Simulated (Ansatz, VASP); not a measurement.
## Al6CoRu5: VASP beside Ansatz

```
Al Co Ru
1.0
     2.98894    0.00000    0.00000
     0.00000    2.98894    0.00000
     0.00000    0.00000   17.85604
Al Co Ru
6 1 5
Direct
  0.00000 0.00000 0.92105
  0.00000 0.00000 0.07895
  0.00000 0.00000 0.24640
  0.00000 0.00000 0.41542
  0.00000 0.00000 0.58458
  0.00000 0.00000 0.75360
  0.50000 0.50000 0.00000
  0.50000 0.50000 0.16113
  0.50000 0.50000 0.33094
  0.50000 0.50000 0.50000
  0.50000 0.50000 0.66906
  0.50000 0.50000 0.83887
```

Alike in both runs: functional PBE; k mesh 12 × 12 × 2; occupations fermi-dirac, width 0.15 eV; no spin polarisation.

Ansatz relaxed the structure, and its values are those at the end. VASP's run is a single point on that final structure, the one shown.

|  | VASP | Ansatz |
| --- | --- | --- |
| version | VASP 6.6.1 | Ansatz 0.2.0 |
| potentials or method | VASP PAW PBE potentials, release 64 (Al, Co, Ru_pv), cutoff 520 eV | scalar-relativistic, plane waves, PAW |
| valence electrons in the cell | 97 | 115 |

```csv
,VASP,Ansatz,Ansatz less VASP
gap on the k mesh at the Fermi level (eV),none,none,-
pressure (GPa),0.0,0.0,+0.02
```

A gap of «none» marks a metal or a gap that the smearing closes. VASP's potentials hold 97 valence electrons a cell and Ansatz's 115, so a difference there can come from the potentials and not from the codes.
